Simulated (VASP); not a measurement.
IrRh2:

```
Ir Rh
1.0
     2.75285    0.00000    0.00000
    -1.37642    2.38404    0.00000
     0.00000    0.00000   13.05872
Ir Rh
2 4
Direct
  0.33333 0.66667 0.41668
  0.66667 0.33333 0.58332
  0.33333 0.66667 0.75042
  0.33333 0.66667 0.08250
  0.66667 0.33333 0.91750
  0.66667 0.33333 0.24958
```

- Program: VASP 6.6.1
- Task: relaxation of cell and atoms
- Functional: PBE
- Potentials or basis: VASP PAW PBE potentials, release 64 (Ir, Rh_pv)
- Cutoff: 500 eV
- k mesh: 18 × 18 × 4
- Occupations: gaussian, width 0.1 eV
- Spin: no spin polarisation

At the start: pressure -0.0 GPa; volume 14.28 Å³/atom.

Problem. How do energy, volume and symmetry change on relaxing?

Solution. Over 9 steps the energy falls by 3.7 meV/atom and the volume is 14.27 Å³/atom (-0.1 %); space group P-3m1 (No. 164, to 0.1 Å) before and after.

Step by step:
| step | energy change (eV) | largest force (eV/Å) | pressure (GPa) | volume (Å³) |
| --- | --- | --- | --- | --- |
| 1 | 0.0000 | 0.1154 | -0.02 | 85.70 |
| 2 | -0.0197 | 0.0336 | -0.20 | 85.66 |
| 3 | -0.0221 | 0.0297 | -0.22 | 85.67 |
| 4 | -0.0221 | 0.0304 | -0.22 | 85.67 |
| 5 | -0.0220 | 0.0207 | 0.54 | 85.45 |
| 6 | -0.0222 | 0.0268 | 0.07 | 85.59 |
| 7 | -0.0223 | 0.0121 | 0.04 | 85.59 |
| 8 | -0.0223 | 0.0105 | 0.02 | 85.60 |
| 9 | -0.0223 | 0.0097 | 0.02 | 85.59 |

Final structure:
```
Ir Rh
1.0
     2.73369    0.00000    0.00000
    -1.36685    2.36745    0.00000
     0.00000    0.00000   13.22559
Ir Rh
2 4
Direct
  0.33333 0.66667 0.41631
  0.66667 0.33333 0.58369
  0.33333 0.66667 0.75085
  0.33333 0.66667 0.08264
  0.66667 0.33333 0.91736
  0.66667 0.33333 0.24915
```

Caveat: the highest band is partly filled, so the run has too few bands.
